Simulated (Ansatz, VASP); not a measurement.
**One calculation of Si3N4, two programs**

```
Si N
1.0
     4.13078    0.00000    0.00000
     0.00000    4.13078    0.00000
     0.00000    0.00000    4.13078
Si N
3 4
Direct
  0.00000 0.00000 0.50000
  0.50000 0.00000 0.00000
  0.00000 0.50000 0.00000
  0.23952 0.23952 0.76048
  0.76048 0.76048 0.76048
  0.23952 0.76048 0.23952
  0.76048 0.23952 0.23952
```

Alike in both runs: functional r2SCAN; k mesh 7 × 7 × 7; occupations fermi-dirac, width 0.05 eV; no spin polarisation.

```csv
,VASP,Ansatz
version,VASP 6.6.1,Ansatz 0.2.0
potentials or method,"VASP PAW PBE potentials, release 64 (Si, N)",Ansatz PAW
plane-wave cutoff (eV),520,500
valence electrons in the cell,32,32
task,single point,band structure
```

|  | VASP | Ansatz | Ansatz less VASP |
| --- | --- | --- | --- |
| gap on the k mesh at the Fermi level (eV) | 3.29 | 3.29 | +0.002 |
| least direct gap on the mesh (eV) | 3.47 | 3.47 | +0.004 |
| pressure (GPa) | -5.9 | -5.8 | +0.09 |
| rms of the force components (eV/Å) | 0.129 | 0.128 | -0.0012 |

VASP's potentials were made for PBE, not for r2SCAN. Atom by atom the forces differ by 0.001 eV/Å (rms over components).
